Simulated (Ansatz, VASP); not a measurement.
ZnSe in VASP and in Ansatz

```
Zn Se
1.0
     0.00000    2.94669    2.71096
     2.94669    0.00000    2.71096
     2.94669    2.94669    0.00000
Zn Se
1 1
Direct
  0.00000 0.00000 0.00000
  0.75000 0.75000 0.75000
```

Alike in both runs: task single point; functional PBE; k mesh 10 × 10 × 10; occupations gaussian, width 0.05 eV; no spin polarisation.

|  | VASP | Ansatz |
| --- | --- | --- |
| version | VASP 6.6.1 | Ansatz 0.2.0 |
| potentials or method | VASP PAW PBE potentials, release 64 (Zn, Se), cutoff 520 eV | scalar-relativistic, plane waves, PAW |
| valence electrons in the cell | 18 | 28 |

|  | VASP | Ansatz | Ansatz less VASP |
| --- | --- | --- | --- |
| gap on the k mesh at the Fermi level (eV) | 0.97 | 0.96 | -0.002 |
| least direct gap on the mesh (eV) | 0.97 | 0.96 | -0.002 |
| pressure (GPa) | 0.1 | -0.1 | -0.21 |
| traceless stress, the component that is largest in VASP (GPa) | 1.63 | 1.64 | +0.014 |

The functional is the same, so the differences come from potentials, cutoffs and numerics. VASP's potentials hold 18 valence electrons a cell and Ansatz's 28, so a difference there can come from the potentials and not from the codes.
